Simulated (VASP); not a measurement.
A run of VASP 6.6.1 is set up as follows.

The input POSCAR:

```
InPd
1.0
    3.2671894599      0.0000000000      0.0000000000
    0.0000000000      3.2671894599      0.0000000000
    0.0000000000      0.0000000000      3.2671894599
In Pd
1 1
Direct
    0.0000000000      0.0000000000      0.0000000000
    0.5000000000      0.5000000000      0.5000000000
```

File INCAR.step1:

```
SYSTEM = InPd
ALGO = Normal ; EDIFF = 1E-5
ENCUT = 690 ; GGA = PE
GGA_COMPAT = .FALSE. ; ISMEAR = -1
LASPH = .TRUE. ; LCHARG = .FALSE.
LREAL = .FALSE. ; LWAVE = .TRUE.
NBANDS = 22 ; NELM = 120
PREC = Accurate ; SIGMA = 0.05
```

The input INCAR.step2:

```
SYSTEM = InPd
ALGO = Normal ; EDIFF = 1E-6
ENCUT = 690 ; GGA_COMPAT = .FALSE.
ISIF = 2 ; ISMEAR = -1
ISTART = 1 ; LASPH = .TRUE.
LCHARG = .FALSE. ; LMIXTAU = .TRUE.
LREAL = .FALSE. ; LWAVE = .FALSE.
METAGGA = R2SCAN ; NBANDS = 22
NELM = 120 ; PREC = Accurate
SIGMA = 0.05
```

Contents of KPOINTS:

```
k-points
0
G
  8 8 8
  0 0 0
```

Potentials or basis: VASP PAW PBE potentials, release 64 (In_d, Pd_sv_GW).

Command:

```sh
$ cat potpaw_PBE.64/In_d/POTCAR potpaw_PBE.64/Pd_sv_GW/POTCAR > POTCAR
$ cp INCAR.step1 INCAR
$ mpirun -np 1 vasp_std > vasp.out
$ cp INCAR.step2 INCAR
$ mpirun -np 1 vasp_std > vasp.out
```

Q: What does it give for the band gap on the k mesh?

A: Zero (an odd number of electrons rules out a gap without spin polarisation).

Q: What does it give for the pressure?

A: 0.4 GPa.

Caveat: the PAW data sets were made with another functional, which shifts forces and pressure a little; spin-orbit coupling is left out, which moves the levels of the heavy elements.
